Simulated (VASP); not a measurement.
# W (Im-3m) in VASP: a series of runs

The runs below take W through single point, with PBE.

Everything below comes from runs of VASP 6.6.1. Logs are shortened: lines on timing, memory, paths and dates and some standing lists are left out, and cuts for length are marked.

**1. The cell of the first run**

The structure is cubic, space group Im-3m (No. 229). Conventional cell: a = 3.185 Å, b = 3.185 Å, c = 3.185 Å, α = 90.00°, β = 90.00°, γ = 90.00°. W (site symmetry m-3m) has 14 W at 2.76 to 3.19 Å within 3.6 Å.

**2. Single point, PBE**

Input file INCAR:

```
SYSTEM = W
PREC = Accurate
ENCUT = 500
EDIFF = 1E-6
ISMEAR = 0
SIGMA = 0.1
LREAL = .FALSE.
LASPH = .TRUE.
NELM = 120
ALGO = Normal
ISIF = 2
LWAVE = .FALSE.
LCHARG = .FALSE.
GGA = PE
NBANDS = 13
GGA_COMPAT = .FALSE.
```

Input file KPOINTS:

```
regular mesh
0
G
  8 8 8
  0 0 0
```

Input file POSCAR:

```
W
1.0
   -1.5925568118      1.5925568118      1.5925568118
    1.5925568118     -1.5925568118      1.5925568118
    1.5925568118      1.5925568118     -1.5925568118
W
1
Direct
    0.0000000000      0.0000000000      0.0000000000
```

Potentials or basis: VASP PAW PBE potentials, release 64 (W_sv).

The run is started by

```sh
$ cat potpaw_PBE.64/W_sv/POTCAR > POTCAR
$ mpirun -np 1 vasp_std > vasp.out
```

OUTCAR:

```text
SYSTEM = W
   PREC = Accurate
   ENCUT = 500
   EDIFF = 1E-6
   ISMEAR = 0
   LREAL = .FALSE.
   LASPH = .TRUE.
   NELM = 120
   ISIF = 2
   GGA = PE

 ion  position               nearest neighbor table
   1  0.000  0.000  0.000-

  LATTYP: Found a body centered cubic cell.
 ALAT       =     3.1851136236

  Lattice vectors:

 A1 = (  -1.5925568118,   1.5925568118,   1.5925568118)
 A2 = (   1.5925568118,  -1.5925568118,   1.5925568118)
 A3 = (   1.5925568118,   1.5925568118,  -1.5925568118)

Analysis of symmetry for initial positions (statically):
=====================================================================
 Subroutine PRICEL returns:
 Original cell was already a primitive cell.

 Routine SETGRP: Setting up the symmetry group for a
 body centered cubic supercell.

 Subroutine GETGRP returns: Found 48 space group operations
 (whereof 48 operations were pure point group operations)
 out of a pool of 48 trial point group operations.

The static configuration has the point symmetry O_h .

Analysis of symmetry for dynamics (positions and initial velocities):
=====================================================================
 Subroutine PRICEL returns:
 Original cell was already a primitive cell.

 Routine SETGRP: Setting up the symmetry group for a
 body centered cubic supercell.

 Subroutine GETGRP returns: Found 48 space group operations
 (whereof 48 operations were pure point group operations)
 out of a pool of 48 trial point group operations.

The dynamic configuration has the point symmetry O_h .

 Subroutine INISYM returns: Found 48 space group operations
 (whereof 48 operations are pure point group operations),
 and found     1 'primitive' translations

----------------------------------------------------------------------------------------

                                     Primitive cell

  volume of cell :      16.1564

  direct lattice vectors                    reciprocal lattice vectors
    -1.592556812  1.592556812  1.592556812     0.000000000  0.313960542  0.313960542
     1.592556812 -1.592556812  1.592556812     0.313960542  0.000000000  0.313960542
     1.592556812  1.592556812 -1.592556812     0.313960542  0.313960542  0.000000000

  length of vectors
     2.758389312  2.758389312  2.758389312     0.444007257  0.444007257  0.444007257

  position of ions in fractional coordinates (direct lattice)
     0.000000000  0.000000000  0.000000000

  ion indices of the primitive-cell ions
   primitive index   ion index
                 1           1

----------------------------------------------------------------------------------------

 KPOINTS: regular mesh

Automatic generation of k-mesh.
 Grid dimensions read from file:
 generate k-points for:    8    8    8

 Generating k-lattice:

  Cartesian coordinates                     Fractional coordinates (reciprocal lattice)
     0.000000000  0.039245068  0.039245068     0.125000000  0.000000000  0.000000000
     0.039245068  0.000000000  0.039245068     0.000000000  0.125000000  0.000000000
     0.039245068  0.039245068  0.000000000     0.000000000  0.000000000  0.125000000

  Length of vectors
     0.055500907  0.055500907  0.055500907

  Shift w.r.t. Gamma in fractional coordinates (k-lattice)
     0.000000000  0.000000000  0.000000000

 Subroutine IBZKPT returns following result:
 ===========================================

 Found     29 irreducible k-points:

 Following reciprocal coordinates:
            Coordinates               Weight
  0.000000  0.000000  0.000000      1.000000
  0.125000  0.000000  0.000000     12.000000
  0.250000  0.000000  0.000000     12.000000
  0.375000  0.000000  0.000000     12.000000
  0.500000  0.000000  0.000000      6.000000
  0.125000  0.125000  0.000000     24.000000
[... 16 lines left out ...]
 -0.250000  0.250000  0.250000      6.000000
 -0.375000  0.375000  0.250000     24.000000
 [... further k-points ...]
   k-points           NKPTS =     29   k-points in BZ     NKDIM =     29   number of bands    NBANDS=     13
   number of dos      NEDOS =    301   number of ions     NIONS =      1
   total plane-waves  NPLWV =   8000
   dimension x,y,z NGX =    20 NGY =   20 NGZ =   20
   dimension x,y,z NGXF=    40 NGYF=   40 NGZF=   40
   ions per type =               1
   NGX,Y,Z   is equivalent  to a cutoff of  12.05, 12.05, 12.05 a.u.
   NGXF,Y,Z  is equivalent  to a cutoff of  24.11, 24.11, 24.11 a.u.
 SYSTEM =  W
   PREC   = accura    normal or accurate (medium, high low for compatibility)
   ISTART =      0    job   : 0-new  1-cont  2-samecut
   ICHARG =      2    charge: 1-file 2-atom 10-const
   ISPIN  =      1    spin polarized calculation?
   LNONCOLLINEAR =      F non collinear calculations
   LSORBIT =      F    spin-orbit coupling
   LASPH  =      T    aspherical Exc in radial PAW
   ENCUT  =  500.0 eV  36.75 Ry    6.06 a.u.   5.03  5.03  5.03*2*pi/ulx,y,z
   NELM   =    120;   NELMIN=  2; NELMDL= -5     # of ELM steps
   EDIFF  = 0.1E-05   stopping-criterion for ELM
   LREAL  =      F    real-space projection
   EDIFFG = 0.1E-04   stopping-criterion for IOM
   NSW    =      0    number of steps for IOM
   IBRION =     -1    ionic relax: 0-MD 1-quasi-New 2-CG
   NFREE  =      0    steps in history (QN), initial steepest desc. (CG)
   ISIF   =      2    stress and relaxation
   ISYM   =      2    0-nonsym 1-usesym 2-fastsym
   POTIM  = 0.5000    time-step for ionic-motion
   TEBEG  =    0.0;   TEEND  =   0.0 temperature during run
   PSTRESS=    0.0 pullay stress
   NELECT =      14.0000    total number of electrons
   NUPDOWN=      -1.0000    fix difference up-down
   EMIN   =  10.00;   EMAX   =-10.00  energy-range for DOS
   EFERMI =   0.00;   METHOD = LEGACY
   ISMEAR =     0;   SIGMA  =   0.10  broadening in eV -4-tet -1-fermi 0-gaus
   EFERMI_NEDOS =   21; number of points for ismear=-14 and -15
   IALGO  =     38    algorithm
   IMIX   =      4    mixing-type and parameters
     AMIX     =   0.40;   BMIX     =  1.00
     AMIX_MAG =   1.60;   BMIX_MAG =  1.00
  volume/ion in A,a.u.               =      16.16       109.03
  Fermi-wavevector in a.u.,A,eV,Ry     =   1.560759  2.949407 33.143375  2.435969
  Thomas-Fermi vector in A             =   2.663924
   LORBIT       =      0    0 simple, 1 ext, 2 COOP (PROOUT), +10 PAW based schemes
   GGA     = PE    functional components
   LHFCALC =     F    Hartree Fock is set to
   AEXX    =    0.0000 exact exchange contribution
   IVDW    =     0    specifies the selected vdW correction
   LEPSILON=     F    determine dielectric tensor
   LRPA    =     F    only Hartree local field effects (RPA)
 non-spin polarized calculation
 Gauss-broadening in eV      SIGMA  =   0.10
  energy-cutoff  :      500.00
  volume of cell :       16.16
 maximum number of plane-waves:       427
   NGX =  9   NGY =  9   NGZ =  9

 number of electron      14.0000000 magnetization

 Free energy of the ion-electron system (eV)
  ---------------------------------------------------
  ext. energy  EPLUGINS =         0.00000000
  ---------------------------------------------------
  free energy    TOTEN  =       -12.95600888 eV

  energy without entropy =      -12.95600726  energy(sigma->0) =      -12.95600807

 E-fermi :  10.9629     XC(G=0): -13.5327

 val. band max:       10.6807660417   @ k =   0.1250   0.0000   0.0000
 cond. band min:      11.2482484914   @ k =  -0.2500   0.2500   0.1250
 fundamental gap:      0.5674824498
 Fermi energy:        10.9628541773

 k-point     1 :       0.0000    0.0000    0.0000
  band No.  band energies     occupation
      1     -63.0352      2.00000
      2     -26.6247      2.00000
      3     -26.6247      2.00000
      4     -26.6247      2.00000
      5       1.6386      2.00000
      6       9.9760      2.00000
      7       9.9760      2.00000
      8       9.9760      2.00000
      9      13.3879      0.00000
     10      13.3879      0.00000
     11      25.6427      0.00000
     12      25.6427      0.00000
     13      25.6427      0.00000

 k-point     2 :       0.1250    0.0000    0.0000
  band No.  band energies     occupation
      1     -63.0174      2.00000
      2     -26.8139      2.00000
      3     -26.6843      2.00000
      4     -26.6255      2.00000
      5       2.3529      2.00000
      6       9.5602      2.00000
      7       9.8325      2.00000
      8      10.6808      1.99993
      9      12.8639      0.00000
     10      13.4042      0.00000
     11      26.1650      0.00000
     12      26.8675      0.00000
     13      27.1727      0.00000

 k-point     3 :       0.2500    0.0000    0.0000
  band No.  band energies     occupation
      1     -62.9740      2.00000
      2     -27.2524      2.00000
      3     -26.8257      2.00000
      4     -26.6277      2.00000
      5       4.0184      2.00000
      6       8.6958      2.00000
      7       9.3560      2.00000
      8      12.6697      0.00000
      9      12.7750      0.00000
     10      13.5728      0.00000
     11      25.8221      0.00000
     12      27.4489      0.00000
     13      30.1071      0.00000
[... 305 lines left out ...]
 k-point    23 :      -0.2500    0.2500    0.2500
  band No.  band energies     occupation
      1     -62.9202      2.00000
      2     -27.2740      2.00000
      3     -27.0425      2.00000
      4     -27.0425      2.00000
      5       5.9975      2.00000
      6       8.4486      2.00000
      7      10.6515      1.99999
      8      10.6515      1.99999
      9      12.5068      0.00000
     10      14.5689      0.00000
     11      25.5225      0.00000
     12      30.3192      0.00000
     13      30.3192      0.00000

 k-point    24 :      -0.3750    0.3750    0.2500
  band No.  band energies     occupation
      1     -62.8821      2.00000
      2     -27.5285      2.00000
      3     -27.1910      2.00000
      4     -27.0774      2.00000
      5       6.7049      2.00000
      6       7.4411      2.00000
      7      10.6582      1.99998
      8      11.4355      0.00000
      9      14.8110      0.00000
     10      15.4389      0.00000
     11      24.6009      0.00000
     12      27.0653      0.00000
     13      28.2474      0.00000

 [... further k-points ...]
[... 5 lines left out ...]
  --------------------------------------------------------------------------------------
  -------------------------------------------------------------------------------------
  Total        0.0393663      0.0393663      0.0393663      0.0000000     -0.0000000      0.0000000
  in kB        3.9038243      3.9038243      3.9038243      0.0000000     -0.0000000      0.0000000
  external PRESSURE =       3.9038243 kB  Pullay stress =       0.0000000 kB

 VOLUME and BASIS-vectors are now :
 -----------------------------------------------------------------------------
  energy-cutoff  :      500.00
  volume of cell :       16.16
      direct lattice vectors                 reciprocal lattice vectors
    -1.592556812  1.592556812  1.592556812     0.000000000  0.313960542  0.313960542
     1.592556812 -1.592556812  1.592556812     0.313960542  0.000000000  0.313960542
     1.592556812  1.592556812 -1.592556812     0.313960542  0.313960542  0.000000000

 POSITION                                       TOTAL-FORCE (eV/Angst)
 -----------------------------------------------------------------------------------
      0.00000      0.00000      0.00000         0.000000      0.000000      0.000000
 -----------------------------------------------------------------------------------
    total drift:                                0.000000     -0.000000      0.000000

  FREE ENERGIE OF THE ION-ELECTRON SYSTEM (eV)
  ---------------------------------------------------
  free  energy   TOTEN  =       -12.9560088845 eV

  energy  without entropy=      -12.9560072567  energy(sigma->0) =      -12.95600807
```

Wall time 4.6 s (1 thread of Intel Xeon 6975P-C (Granite Rapids), shared host); peak memory 0.12 GiB.

What came out:

| Property | Result |
| --- | --- |
| Free energy | -12.9560 eV |
| Pressure | 0.4 GPa |
| Band gap on the k mesh | zero (bands 7 and 8 overlap by 6.23 eV) |

Levels at points of the mesh, in eV from the Fermi level:
```
           k point  band 5  band 6  band 7  band 8  band 9  band 10
(0.00, 0.00, 0.00)   -9.32   -0.99   -0.99   -0.99    2.43     2.43
(0.50, 0.00, 0.00)   -5.95   -3.27    0.82    2.31    3.26     6.19
(0.50, 0.50, 0.50)   -5.48   -5.48    5.24    5.24    5.24     8.30
```

Caveat: spin-orbit coupling is left out, which moves the levels of the heavy elements.

**3. Single point, PBE**

Input file INCAR:

```
PREC = Accurate ; ENCUT = 500
EDIFF = 1E-6 ; ISMEAR = 0
SIGMA = 0.1 ; LREAL = False
LASPH = True ; NELM = 120
ALGO = Normal ; ISIF = 2
LWAVE = False ; LCHARG = False
GGA = PE ; NBANDS = 13
GGA_COMPAT = False
```

Input file KPOINTS:

```
Automatic mesh
0
Gamma
  18 18 18
```

Input file POSCAR:

```
W
1.0
   -1.5917894908      1.5917894908      1.5917894908
    1.5917894908     -1.5917894908      1.5917894908
    1.5917894908      1.5917894908     -1.5917894908
W
1
Direct
    0.0000000000      0.0000000000      0.0000000000
```

Potentials or basis: VASP PAW PBE potentials, release 64 (W_sv).

The run is started by

```sh
$ cat potpaw_PBE.64/W_sv/POTCAR > POTCAR
$ mpirun -np 1 vasp_std > vasp.out
```

OUTCAR:

```text
PREC = Accurate
   ENCUT = 500
   EDIFF = 1E-6
   ISMEAR = 0
   LREAL = False
   LASPH = True
   NELM = 120
   ISIF = 2
   GGA = PE

 ion  position               nearest neighbor table
   1  0.000  0.000  0.000-

  LATTYP: Found a body centered cubic cell.
 ALAT       =     3.1835789816

  Lattice vectors:

 A1 = (  -1.5917894908,   1.5917894908,   1.5917894908)
 A2 = (   1.5917894908,  -1.5917894908,   1.5917894908)
 A3 = (   1.5917894908,   1.5917894908,  -1.5917894908)

Analysis of symmetry for initial positions (statically):
=====================================================================
 Subroutine PRICEL returns:
 Original cell was already a primitive cell.

 Routine SETGRP: Setting up the symmetry group for a
 body centered cubic supercell.

 Subroutine GETGRP returns: Found 48 space group operations
 (whereof 48 operations were pure point group operations)
 out of a pool of 48 trial point group operations.

The static configuration has the point symmetry O_h .

Analysis of symmetry for dynamics (positions and initial velocities):
=====================================================================
 Subroutine PRICEL returns:
 Original cell was already a primitive cell.

 Routine SETGRP: Setting up the symmetry group for a
 body centered cubic supercell.

 Subroutine GETGRP returns: Found 48 space group operations
 (whereof 48 operations were pure point group operations)
 out of a pool of 48 trial point group operations.

The dynamic configuration has the point symmetry O_h .

 Subroutine INISYM returns: Found 48 space group operations
 (whereof 48 operations are pure point group operations),
 and found     1 'primitive' translations

----------------------------------------------------------------------------------------

[... 109 lines left out ...]
     AMIX     =   0.40;   BMIX     =  1.00
     AMIX_MAG =   1.60;   BMIX_MAG =  1.00
  volume/ion in A,a.u.               =      16.13       108.87
  Fermi-wavevector in a.u.,A,eV,Ry     =   1.561512  2.950829 33.175337  2.438318
  Thomas-Fermi vector in A             =   2.664566
   LORBIT       =      0    0 simple, 1 ext, 2 COOP (PROOUT), +10 PAW based schemes
   GGA     = PE    functional components
   LHFCALC =     F    Hartree Fock is set to
   AEXX    =    0.0000 exact exchange contribution
   IVDW    =     0    specifies the selected vdW correction
   LEPSILON=     F    determine dielectric tensor
   LRPA    =     F    only Hartree local field effects (RPA)
 non-spin polarized calculation
 Gauss-broadening in eV      SIGMA  =   0.10
  energy-cutoff  :      500.00
  volume of cell :       16.13
 maximum number of plane-waves:       420
   NGX =  9   NGY =  9   NGZ =  9

 number of electron      14.0000000 magnetization

 Free energy of the ion-electron system (eV)
  ---------------------------------------------------
  ext. energy  EPLUGINS =         0.00000000
  ---------------------------------------------------
  free energy    TOTEN  =       -12.95106979 eV

  energy without entropy =      -12.94749761  energy(sigma->0) =      -12.94928370

 E-fermi :  11.1893     XC(G=0): -13.5407

 val. band max:       11.1851386894   @ k =  -0.2778   0.3333   0.2222
 cond. band min:      11.2013931109   @ k =   0.5000   0.5000   0.2222
 fundamental gap:      0.0162544214
 Fermi energy:        11.1892715136

 k-point     1 :       0.0000    0.0000    0.0000
  band No.  band energies     occupation
      1     -63.0112      2.00000
      2     -26.5989      2.00000
      3     -26.5989      2.00000
      4     -26.5989      2.00000
      5       1.6508      2.00000
      6       9.9933      2.00000
      7       9.9933      2.00000
      8       9.9933      2.00000
      9      13.4126      0.00000
     10      13.4126      0.00000
     11      25.6669      0.00000
     12      25.6669      0.00000
     13      25.6669      0.00000
[... 354 lines left out ...]
  band No.  band energies     occupation
      1     -62.8871      2.00000
      2     -27.7389      2.00000
      3     -27.0278      2.00000
      4     -26.6589      2.00000
      5       5.4561      2.00000
      6       7.8559      2.00000
      7      10.5770      2.00000
      8      13.1786      0.00000
      9      14.4730      0.00000
     10      17.4665      0.00000
     11      21.8664      0.00000
     12      23.6671      0.00000
     13      27.7493      0.00000

 [... further k-points ...]
[... 5 lines left out ...]
  --------------------------------------------------------------------------------------
  -------------------------------------------------------------------------------------
  Total        0.0473668      0.0473668      0.0473668      0.0000000     -0.0000000      0.0000000
  in kB        4.7040095      4.7040095      4.7040095      0.0000000     -0.0000000      0.0000000
  external PRESSURE =       4.7040095 kB  Pullay stress =       0.0000000 kB

 VOLUME and BASIS-vectors are now :
 -----------------------------------------------------------------------------
  energy-cutoff  :      500.00
  volume of cell :       16.13
      direct lattice vectors                 reciprocal lattice vectors
    -1.591789491  1.591789491  1.591789491     0.000000000  0.314111887  0.314111887
     1.591789491 -1.591789491  1.591789491     0.314111887  0.000000000  0.314111887
     1.591789491  1.591789491 -1.591789491     0.314111887  0.314111887  0.000000000

 POSITION                                       TOTAL-FORCE (eV/Angst)
 -----------------------------------------------------------------------------------
      0.00000      0.00000      0.00000         0.000000     -0.000000      0.000000
 -----------------------------------------------------------------------------------
    total drift:                                0.000000     -0.000000      0.000000

  FREE ENERGIE OF THE ION-ELECTRON SYSTEM (eV)
  ---------------------------------------------------
  free  energy   TOTEN  =       -12.9510697852 eV

  energy  without entropy=      -12.9474976121  energy(sigma->0) =      -12.94928370
```

It took 20 s on 1 thread of Intel Xeon 6975P-C (Granite Rapids), shared host; peak memory 0.15 GiB.

Results:

* Free energy: -12.9511 eV
* Pressure: 0.5 GPa
* Band gap on the k mesh: zero (bands 7 and 8 overlap by 6.24 eV)

Levels at points of the mesh, in eV from the Fermi level:
```csv
k point,band 3,band 4,band 5,band 6,band 7,band 8,band 9,band 10,band 11,band 12
"(0.00, 0.00, 0.00)",-37.79,-37.79,-9.54,-1.20,-1.20,-1.20,2.22,2.22,14.48,14.48
"(0.50, 0.00, 0.00)",-38.19,-37.79,-6.16,-3.48,0.62,2.11,3.06,6.00,10.80,11.44
"(0.50, 0.50, 0.50)",-38.64,-38.64,-5.69,-5.69,5.04,5.04,5.04,8.11,8.11,8.11
```

Caveat: spin-orbit coupling is left out, which moves the levels of the heavy elements.
